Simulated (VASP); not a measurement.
# Si (a cell with a defect) in VASP: a series of runs

The runs below take Si (a cell with a defect) through single point, with PBEsol.

Program: VASP 6.6.1. These are calculated values, not measurements. Logs are shortened: lines on timing, memory, paths and dates and some standing lists are left out, and cuts for length are marked.

**1. The cell of the first run**

The cell holds a defect, 31 atoms: a = 9.412 Å, b = 9.412 Å, c = 9.412 Å, α = 109.47°, β = 109.47°, γ = 109.47°.

**2. Single point, PBEsol**

File INCAR:

```
PREC = Accurate ; ENCUT = 520
EDIFF = 1E-6 ; ISMEAR = 0
SIGMA = 0.02 ; LREAL = Auto
LASPH = True ; NELM = 60
ALGO = Normal ; ISIF = 2
LWAVE = False ; LCHARG = True
GGA = PS ; LELF = True
LVHAR = True ; NBANDS = 83
```

File KPOINTS:

```
Automatic mesh
0
Gamma
  2 2 2
  0.5 0.5 0.5
```

File POSCAR:

```
Si
1.0
   -5.4338342764      5.4338342764     -5.4338342764
    5.4338342764     -5.4338342764     -5.4338342764
   -5.4338342764     -5.4338342764      5.4338342764
Si
31
Direct
    0.5000000000      0.0000000000      0.2352442280
    0.2515349861      1.0000000000      0.4997697926
    0.9997697926      1.0000000000      0.7515349861
    0.7484650139      0.7482348065      0.2484650139
    0.7352442280      1.0000000000      1.0000000000
    0.5000000000      0.7515349861      0.4997697926
    0.2647557720      0.7647557720      0.7647557720
    0.0002302074      0.5002302074      0.2517651935
    0.9997697926      0.7515349861      1.0000000000
    0.7517651935      0.5002302074      0.5002302074
    0.5000000000      0.4997697926      0.7515349861
    0.2482348065      0.2484650139      0.2484650139
    0.2515349861      0.4997697926      0.0000000000
    1.0002302074      0.2517651935      0.5002302074
    0.7484650139      0.2484650139      0.7482348065
    0.5000000000      0.2352442280      0.0000000000
    0.7467392674      0.2467392674      0.4942834361
    0.5000000000      0.2475441687      0.7532607326
    0.2532607326      0.2475441687      0.0000000000
    0.0000000000      0.0000000000      0.5000000000
   -0.0057165639      0.2467392674      0.2467392674
    0.7475441687      0.0000000000      0.7532607326
    0.2524558313      0.7524558313      0.5057165639
    0.2532607326      0.0000000000      0.2475441687
    0.0057165639      0.7524558313      0.7524558313
    0.7475441687      0.7532607326      0.0000000000
    0.5000000000      0.5000000000      0.5000000000
    0.5000000000      0.7532607326      0.2475441687
    0.2524558313      0.5057165639      0.7524558313
    0.0000000000      0.5000000000      0.0000000000
    0.7467392674      0.4942834361      0.2467392674
```

Potentials or basis: VASP PAW PBE potentials, release 64 (Si).

Launch:

```
$ cat potpaw_PBE.64/Si/POTCAR > POTCAR
$ mpirun -np 1 vasp_std > vasp.out
```

OUTCAR:

```text
PREC = Accurate
   ENCUT = 520
   EDIFF = 1E-6
   ISMEAR = 0
   LREAL = Auto
   LASPH = True
   NELM = 60
   ISIF = 2
   GGA = PS

 ion  position               nearest neighbor table
   1  0.500  0.000  0.235-  17 2.36  24 2.36  28 2.36
   2  0.252  0.000  0.500-  18 2.35  23 2.35  20 2.37  24 2.38
   3  1.000  0.000  0.752-  19 2.35  25 2.35  20 2.37  22 2.38
   4  0.748  0.748  0.248-  26 2.35  28 2.35  20 2.37  31 2.38
   5  0.735  0.000  0.000-  21 2.36  22 2.36  26 2.36
   6  0.500  0.752  0.500-  22 2.35  23 2.35  27 2.37  28 2.38
   7  0.265  0.765  0.765-  23 2.36  25 2.36  29 2.36
   8  0.000  0.500  0.252-  21 2.35  31 2.35  30 2.37  23 2.38
   9  1.000  0.752  0.000-  24 2.35  25 2.35  30 2.37  26 2.38
  10  0.752  0.500  0.500-  31 2.35  17 2.35  27 2.37  25 2.38
  11  0.500  0.500  0.752-  26 2.35  29 2.35  27 2.37  18 2.38
  12  0.248  0.248  0.248-  19 2.35  24 2.35  27 2.37  21 2.38
  13  0.252  0.500  0.000-  28 2.35  29 2.35  30 2.37  19 2.38
  14  0.000  0.252  0.500-  21 2.35  17 2.35  20 2.37  29 2.38
  15  0.748  0.248  0.748-  18 2.35  22 2.35  30 2.37  17 2.38
  16  0.500  0.235  0.000-  31 2.36  19 2.36  18 2.36
  17  0.747  0.247  0.494-  10 2.35  14 2.35   1 2.36  15 2.38
  18  0.500  0.248  0.753-   2 2.35  15 2.35  16 2.36  11 2.38
  19  0.253  0.248  0.000-   3 2.35  12 2.35  16 2.36  13 2.38
  20  0.000  0.000  0.500-   2 2.37   3 2.37   4 2.37  14 2.37
  21  0.994  0.247  0.247-   8 2.35  14 2.35   5 2.36  12 2.38
  22  0.748  0.000  0.753-   6 2.35  15 2.35   5 2.36   3 2.38
  23  0.252  0.752  0.506-   2 2.35   6 2.35   7 2.36   8 2.38
  24  0.253  0.000  0.248-   9 2.35  12 2.35   1 2.36   2 2.38
  25  0.006  0.752  0.752-   3 2.35   9 2.35   7 2.36  10 2.38
  26  0.748  0.753  0.000-   4 2.35  11 2.35   5 2.36   9 2.38
  27  0.500  0.500  0.500-   6 2.37  10 2.37  11 2.37  12 2.37
  28  0.500  0.753  0.248-   4 2.35  13 2.35   1 2.36   6 2.38
  29  0.252  0.506  0.752-  11 2.35  13 2.35   7 2.36  14 2.38
  30  0.000  0.500  0.000-   8 2.37   9 2.37  13 2.37  15 2.37
  31  0.747  0.494  0.247-   8 2.35  10 2.35  16 2.36   4 2.38

  LATTYP: Found a body centered cubic cell.
 ALAT       =    10.8676685528

  Lattice vectors:

 A1 = (  -5.4338342764,   5.4338342764,  -5.4338342764)
 A2 = (   5.4338342764,  -5.4338342764,  -5.4338342764)
 A3 = (  -5.4338342764,  -5.4338342764,   5.4338342764)

Analysis of symmetry for initial positions (statically):
=====================================================================
 Subroutine PRICEL returns:
 Original cell was already a primitive cell.

 Routine SETGRP: Setting up the symmetry group for a
 body centered cubic supercell.

 Subroutine GETGRP returns: Found 24 space group operations
 (whereof  6 operations were pure point group operations)
 out of a pool of 48 trial point group operations.

The static configuration has the point symmetry C_3v.
 The point group associated with its full space group is T_d .

Analysis of symmetry for dynamics (positions and initial velocities):
=====================================================================
 Subroutine PRICEL returns:
 Original cell was already a primitive cell.

 Routine SETGRP: Setting up the symmetry group for a
 body centered cubic supercell.

 Subroutine GETGRP returns: Found 24 space group operations
 (whereof  6 operations were pure point group operations)
 out of a pool of 48 trial point group operations.

The dynamic configuration has the point symmetry C_3v.
 The point group associated with its full space group is T_d .

 Subroutine INISYM returns: Found 24 space group operations
 (whereof  6 operations are pure point group operations),
 and found     1 'primitive' translations

----------------------------------------------------------------------------------------

                                     Primitive cell

  volume of cell :     641.7696

  direct lattice vectors                    reciprocal lattice vectors
    -5.433834276  5.433834276 -5.433834276    -0.092016056  0.000000000 -0.092016056
     5.433834276 -5.433834276 -5.433834276     0.000000000 -0.092016056 -0.092016056
    -5.433834276 -5.433834276  5.433834276    -0.092016056 -0.092016056  0.000000000

  length of vectors
     9.411677047  9.411677047  9.411677047     0.130130355  0.130130355  0.130130355

  position of ions in fractional coordinates (direct lattice)
     0.500000000  0.000000000  0.235244228
     0.251534986  0.000000000  0.499769793
     0.999769793  0.000000000  0.751534986
     0.748465014  0.748234807  0.248465014
     0.735244228  0.000000000  0.000000000
     0.500000000  0.751534986  0.499769793
[... 23 lines left out ...]
     0.000000000  0.500000000  0.000000000
     0.746739267  0.494283436  0.246739267

  ion indices of the primitive-cell ions
   primitive index   ion index
                 1           1
                 2           2
                 3           3
                 4           4
                 5           5
                 6           6
[... 23 lines left out ...]
                30          30
                31          31

----------------------------------------------------------------------------------------

 KPOINTS: Automatic mesh

Automatic generation of k-mesh.
 Grid dimensions read from file:
 generate k-points for:    2    2    2

 Generating k-lattice:

  Cartesian coordinates                     Fractional coordinates (reciprocal lattice)
    -0.046008028  0.000000000 -0.046008028     0.500000000  0.000000000  0.000000000
     0.000000000 -0.046008028 -0.046008028     0.000000000  0.500000000  0.000000000
    -0.046008028 -0.046008028  0.000000000     0.000000000  0.000000000  0.500000000

  Length of vectors
     0.065065177  0.065065177  0.065065177

  Shift w.r.t. Gamma in fractional coordinates (k-lattice)
     0.500000000  0.500000000  0.500000000

 Subroutine IBZKPT returns following result:
 ===========================================

 Found      2 irreducible k-points:

 Following reciprocal coordinates:
            Coordinates               Weight
  0.250000  0.250000  0.250000      2.000000
 -0.250000  0.250000  0.250000      6.000000
   k-points           NKPTS =      2   k-points in BZ     NKDIM =      2   number of bands    NBANDS=     83
   number of dos      NEDOS =    301   number of ions     NIONS =     31
   total plane-waves  NPLWV = 343000
   dimension x,y,z NGX =    70 NGY =   70 NGZ =   70
   dimension x,y,z NGXF=   140 NGYF=  140 NGZF=  140
   ions per type =              31
   NGX,Y,Z   is equivalent  to a cutoff of  12.36, 12.36, 12.36 a.u.
   NGXF,Y,Z  is equivalent  to a cutoff of  24.73, 24.73, 24.73 a.u.
 SYSTEM =  unknown system
   PREC   = accura    normal or accurate (medium, high low for compatibility)
   ISTART =      0    job   : 0-new  1-cont  2-samecut
   ICHARG =      2    charge: 1-file 2-atom 10-const
   ISPIN  =      1    spin polarized calculation?
   LNONCOLLINEAR =      F non collinear calculations
   LSORBIT =      F    spin-orbit coupling
   LASPH  =      T    aspherical Exc in radial PAW
   ENCUT  =  520.0 eV  38.22 Ry    6.18 a.u.  17.50 17.50 17.50*2*pi/ulx,y,z
   NELM   =     60;   NELMIN=  2; NELMDL= -5     # of ELM steps
   EDIFF  = 0.1E-05   stopping-criterion for ELM
   LREAL  =      T    real-space projection
   EDIFFG = 0.1E-04   stopping-criterion for IOM
   NSW    =      0    number of steps for IOM
   IBRION =     -1    ionic relax: 0-MD 1-quasi-New 2-CG
   NFREE  =      0    steps in history (QN), initial steepest desc. (CG)
   ISIF   =      2    stress and relaxation
   ISYM   =      2    0-nonsym 1-usesym 2-fastsym
   POTIM  = 0.5000    time-step for ionic-motion
   TEBEG  =    0.0;   TEEND  =   0.0 temperature during run
   PSTRESS=    0.0 pullay stress
   NELECT =     124.0000    total number of electrons
   NUPDOWN=      -1.0000    fix difference up-down
   EMIN   =  10.00;   EMAX   =-10.00  energy-range for DOS
   EFERMI =   0.00;   METHOD = LEGACY
   ISMEAR =     0;   SIGMA  =   0.02  broadening in eV -4-tet -1-fermi 0-gaus
   EFERMI_NEDOS =   21; number of points for ismear=-14 and -15
   IALGO  =     38    algorithm
   IMIX   =      4    mixing-type and parameters
     AMIX     =   0.40;   BMIX     =  1.00
     AMIX_MAG =   1.60;   BMIX_MAG =  1.00
  volume/ion in A,a.u.               =      20.70       139.71
  Fermi-wavevector in a.u.,A,eV,Ry     =   0.946431  1.788495 12.187172  0.895732
  Thomas-Fermi vector in A             =   2.074428
   LORBIT       =      0    0 simple, 1 ext, 2 COOP (PROOUT), +10 PAW based schemes
   GGA     = PS    functional components
   LHFCALC =     F    Hartree Fock is set to
   AEXX    =    0.0000 exact exchange contribution
   IVDW    =     0    specifies the selected vdW correction
   LEPSILON=     F    determine dielectric tensor
   LRPA    =     F    only Hartree local field effects (RPA)
 non-spin polarized calculation
 Gauss-broadening in eV      SIGMA  =   0.02
  energy-cutoff  :      520.00
  volume of cell :      641.77
 maximum number of plane-waves:     17304
 NGX is ok and might be reduce to    70
   NGX = 35   NGY = 35   NGZ = 35

 number of electron     123.9999998 magnetization

 Free energy of the ion-electron system (eV)
  ---------------------------------------------------
  ext. energy  EPLUGINS =         0.00000000
  ---------------------------------------------------
  free energy    TOTEN  =      -174.25234375 eV

  energy without entropy =     -174.24174347  energy(sigma->0) =     -174.24704361

 E-fermi :   5.6839     XC(G=0):  -9.4446

 val. band max:        5.3389553261   @ k =  -0.2500   0.2500   0.2500
 cond. band min:       5.6975521492   @ k =  -0.2500   0.2500   0.2500
 fundamental gap:      0.3585968231
 Fermi energy:         5.6838707478

 k-point     1 :       0.2500    0.2500    0.2500
  band No.  band energies     occupation
      1      -5.6409      2.00000
      2      -5.6409      2.00000
      3      -5.6409      2.00000
      4      -5.3944      2.00000
      5      -3.7623      2.00000
      6      -3.7623      2.00000
[... 66 lines left out ...]
     73       7.1405      0.00000
     74       7.1663      0.00000

 k-point     2 :      -0.2500    0.2500    0.2500
  band No.  band energies     occupation
      1      -6.1112      2.00000
      2      -5.1119      2.00000
      3      -5.1081      2.00000
      4      -5.1081      2.00000
      5      -4.9142      2.00000
      6      -4.2707      2.00000
[... 66 lines left out ...]
     73       7.8114      0.00000
     74       7.9028      0.00000
 [bands above 74 left out]

------------------------ aborting loop because EDIFF is reached ----------------------------------------

  FORCE on cell =-STRESS in cart. coord.  units (eV):
  Direction    XX          YY          ZZ          XY          YZ          ZX
  --------------------------------------------------------------------------------------
  -------------------------------------------------------------------------------------
  Total       -6.0403330     -6.0403330     -6.0403330     -0.0000000      0.0000000      0.0000000
  in kB      -15.0796862    -15.0796862    -15.0796862     -0.0000000      0.0000000      0.0000000
  external PRESSURE =     -15.0796862 kB  Pullay stress =       0.0000000 kB

 VOLUME and BASIS-vectors are now :
 -----------------------------------------------------------------------------
  energy-cutoff  :      520.00
  volume of cell :      641.77
      direct lattice vectors                 reciprocal lattice vectors
    -5.433834276  5.433834276 -5.433834276    -0.092016056  0.000000000 -0.092016056
     5.433834276 -5.433834276 -5.433834276     0.000000000 -0.092016056 -0.092016056
    -5.433834276 -5.433834276  5.433834276    -0.092016056 -0.092016056  0.000000000

 POSITION                                       TOTAL-FORCE (eV/Angst)
 -----------------------------------------------------------------------------------
     -3.99520      1.43864     -1.43864         0.016677      0.016677     -0.016677
     -4.08247     -1.34887      1.34887         0.013485      0.005003     -0.005003
     -9.51630      1.34887     -1.34887         0.013485     -0.005003      0.005003
     -1.35137     -1.34887     -6.78270        -0.013485      0.005003      0.005003
     -3.99520      3.99520     -3.99520         0.016677     -0.016677      0.016677
     -1.34887     -4.08247     -4.08497         0.005003      0.013485     -0.005003
[... 23 lines left out ...]
      2.71692     -2.71692     -2.71692        -0.000000     -0.000000      0.000000
     -2.71254      0.03106     -5.40277        -0.012759     -0.015103     -0.015103
 -----------------------------------------------------------------------------------
    total drift:                               -0.000000     -0.000000     -0.000000

  FREE ENERGIE OF THE ION-ELECTRON SYSTEM (eV)
  ---------------------------------------------------
  free  energy   TOTEN  =      -174.2523437475 eV

  energy  without entropy=     -174.2417434699  energy(sigma->0) =     -174.24704361
```

It took 8.9 min on 1 thread of AMD EPYC 7R13, shared host; peak memory 0.62 GiB.

What came out:

```
Free energy            : -174.2523 eV
Pressure               : -1.5 GPa
Largest force          : 0.029 eV/Å
Band gap on the k mesh : zero (band 62 reaches 5.87 eV, above the bottom of band 63 at 5.70 eV)
```

Forces on the atoms (eV/Å):
```
Si   0.017  0.017 -0.017
Si   0.013  0.005 -0.005
Si   0.013 -0.005  0.005
Si  -0.013  0.005  0.005
Si   0.017 -0.017  0.017
Si   0.005  0.013 -0.005
Si  -0.017 -0.017 -0.017
Si  -0.005 -0.005 -0.013
Si   0.005 -0.005  0.013
Si  -0.005 -0.013 -0.005
Si  -0.005  0.013  0.005
Si   0.005 -0.013  0.005
Si  -0.005  0.005  0.013
Si  -0.013 -0.005 -0.005
Si   0.005  0.005 -0.013
Si  -0.017  0.017  0.017
Si  -0.015 -0.015 -0.013
Si   0.015  0.013 -0.015
Si   0.015 -0.015  0.013
Si   0.000  0.000  0.000
Si  -0.015 -0.013 -0.015
Si   0.013  0.015 -0.015
Si   0.015  0.015 -0.013
Si   0.013 -0.015  0.015
Si   0.015 -0.013  0.015
Si  -0.015  0.015  0.013
Si   0.000  0.000  0.000
Si  -0.015  0.013  0.015
Si  -0.013  0.015  0.015
Si   0.000  0.000  0.000
Si  -0.013 -0.015 -0.015
```

Caveat: the k points lie up to 0.41 Å⁻¹ apart; the PAW data sets were made with another functional, which shifts forces and pressure a little.

**3. Single point, PBEsol**

File INCAR:

```
PREC     = Accurate       # precision mode
ENCUT    = 520            # plane-wave cutoff, eV
EDIFF    = 1E-7           # SCF threshold, eV
ISMEAR   = 0              # smearing method
SIGMA    = 0.02           # smearing width, eV
LREAL    = Auto         
LASPH    = T              # aspherical terms in the spheres
NELM     = 100            # most SCF steps
ALGO     = Normal         # electronic algorithm
ISIF     = 2              # what is computed and relaxed
LWAVE    = F              # write WAVECAR
LCHARG   = F              # write CHGCAR
GGA      = PS             # functional
NBANDS   = 83             # bands
```

KPOINTS is that of step 2.

File POSCAR:

```
Si
1.0
   -5.4338342764      5.4338342764     -5.4338342764
    5.4338342764     -5.4338342764     -5.4338342764
   -5.4338342764     -5.4338342764      5.4338342764
Si
31
Direct
    0.4999999746      0.0000000000      0.2352442005
    0.2515349071      0.9999999491      0.4997697504
    0.9997698170      0.9999999491      0.7515349737
    0.7484650420      0.7482348178      0.2484650675
    0.7352441751      0.9999999491      0.9999999491
    0.4999999746      0.7515349737      0.4997698424
    0.2647557741      0.7647557486      0.7647557486
    0.0002302242      0.5002301987      0.2517651313
    0.9997698170      0.7515349737      0.9999999491
    0.7517651059      0.5002301987      0.5002301987
    0.4999999746      0.4997698424      0.7515349737
    0.2482348433      0.2484650675      0.2484650675
    0.2515349991      0.4997698424      0.0000000000
    1.0002301733      0.2517651313      0.5002301987
    0.7484650420      0.2484650675      0.7482348178
    0.4999999746      0.2352442005      0.0000000000
    0.7467391889      0.2467392143      0.4942833851
    0.4999999746      0.2475441708      0.7532607348
    0.2532607603      0.2475441708      0.0000000000
    0.0000000000      0.0000000000      0.4999999746
   -0.0057165895      0.2467392143      0.2467392143
    0.7475441453      0.0000000000      0.7532607348
    0.2524558038      0.7524557784      0.5057165641
    0.2532607603      0.0000000000      0.2475441708
    0.0057165895      0.7524558704      0.7524558704
    0.7475441453      0.7532607348      0.0000000000
    0.4999999746      0.4999999746      0.4999999746
    0.4999999746      0.7532607348      0.2475441708
    0.2524558038      0.5057165641      0.7524557784
    0.0000000000      0.4999999746      0.0000000000
    0.7467391889      0.4942833851      0.2467392143
```

Potentials or basis: VASP PAW PBE potentials, release 64 (Si).

Launch:

```
$ cat potpaw_PBE.64/Si/POTCAR > POTCAR
$ mpirun -np 1 vasp_std > vasp.out
```

It took 8.5 min on 1 thread of AMD EPYC 7R13, shared host; peak memory 0.62 GiB.

The run converged. Its results:

```
Free energy            : -174.2523 eV
Pressure               : -1.5 GPa
Largest force          : 0.029 eV/Å
Band gap on the k mesh : zero (band 62 reaches 5.87 eV, above the bottom of band 63 at 5.70 eV)
```

Forces in eV/Å, atoms in the order of the input:
```
Si   0.017  0.017 -0.017
Si   0.013  0.005 -0.005
Si   0.013 -0.005  0.005
Si  -0.013  0.005  0.005
Si   0.017 -0.017  0.017
Si   0.005  0.013 -0.005
Si  -0.017 -0.017 -0.017
Si  -0.005 -0.005 -0.013
Si   0.005 -0.005  0.013
Si  -0.005 -0.013 -0.005
Si  -0.005  0.013  0.005
Si   0.005 -0.013  0.005
Si  -0.005  0.005  0.013
Si  -0.013 -0.005 -0.005
Si   0.005  0.005 -0.013
Si  -0.017  0.017  0.017
Si  -0.015 -0.015 -0.013
Si   0.015  0.013 -0.015
Si   0.015 -0.015  0.013
Si   0.000  0.000  0.000
Si  -0.015 -0.013 -0.015
Si   0.013  0.015 -0.015
Si   0.015  0.015 -0.013
Si   0.013 -0.015  0.015
Si   0.015 -0.013  0.015
Si  -0.015  0.015  0.013
Si   0.000  0.000  0.000
Si  -0.015  0.013  0.015
Si  -0.013  0.015  0.015
Si   0.000  0.000  0.000
Si  -0.013 -0.015 -0.015
```

Levels at points of the mesh, in eV from the Fermi level:
```csv
k point,band 58,band 59,band 60,band 61,band 62,band 63,band 64,band 65
"(0.25, 0.25, 0.25)",-0.94,-0.94,-0.93,-0.93,0.18,0.18,0.18,1.25
```

Caveat: the k points lie up to 0.41 Å⁻¹ apart; the PAW data sets were made with another functional, which shifts forces and pressure a little.

(Continued in part 2 of 2.)
